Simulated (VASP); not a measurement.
A run of VASP 6.6.1:

The input INCAR:

```
SYSTEM = Cd
  PREC = Accurate
  ENCUT = 630
  EDIFF = 1E-6
  ISMEAR = -1
  SIGMA = 0.1
  LREAL = .False.
  LASPH = .True.
  NELM = 120
  ALGO = Normal
  ISIF = 2
  LWAVE = .False.
  LCHARG = .True.
  GGA = PE
  LELF = .True.
  LVHAR = .True.
  NBANDS = 16
  GGA_COMPAT = .False.
```

The input KPOINTS:

```
regular mesh
0
Gamma
  16 16 15
  0 0 0
```

POSCAR

```
Cd
1.0
    2.6771511753      0.0000000000      0.0000000000
   -1.3385755877      2.3184809276      0.0000000000
    0.0000000000      0.0000000000      2.6612540021
Cd
1
Direct
    0.0000000000      0.0000000000      0.0000000000
```

Potentials or basis: VASP PAW PBE potentials, release 64 (Cd_sv_GW).

The run is started by

```bash
$ cat potpaw_PBE.64/Cd_sv_GW/POTCAR > POTCAR
$ mpirun -np 1 vasp_std > vasp.out
```

Hardware: 1 thread of Intel(R) Xeon(R) 6975P-C (Granite Rapids), on a shared host.

How long does it take, and how much memory?

Wall time 21 s on 1 thread of Intel(R) Xeon(R) 6975P-C (Granite Rapids) (shared host), peak memory 0.23 GiB. Counts: scf iterations 10, k points 240.
